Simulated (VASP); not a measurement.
Input of a VASP 6.6.1 run:

Contents of INCAR:

```
PREC = Accurate ; ENCUT = 520
EDIFF = 1E-6 ; ISMEAR = 1
SIGMA = 0.05 ; LREAL = F
LASPH = T ; NELM = 60
ALGO = Normal ; ISIF = 2
LWAVE = F ; LCHARG = F
GGA = PS ; NBANDS = 19
```

KPOINTS

```
regular mesh
0
Gamma
  16 16 9
```

File POSCAR:

```
Ti
1.0
    2.9212261202      0.0000000000      0.0000000000
   -1.4606130601      2.5298560303      0.0000000000
    0.0000000000      0.0000000000      4.6157456115
Ti
2
Direct
    0.3333333333      0.6666666667      0.2500000000
    0.6666666667      0.3333333333      0.7500000000
```

Potentials or basis: VASP PAW PBE potentials, release 64 (Ti_sv).

Command:

```sh
$ cat potpaw_PBE.64/Ti_sv/POTCAR > POTCAR
$ mpirun -np 1 vasp_std > vasp.out
```

Estimate the band gap on the k mesh.

zero (bands 12 and 13 overlap by 1.09 eV).

Predict the pressure.

-2.6 GPa.

Stress tensor (GPa, compression positive):
```
-2.51  0.00  0.00
 0.00 -2.51  0.00
 0.00  0.00 -2.64
```

Caveat: the PAW data sets were made with another functional, which shifts forces and pressure a little.
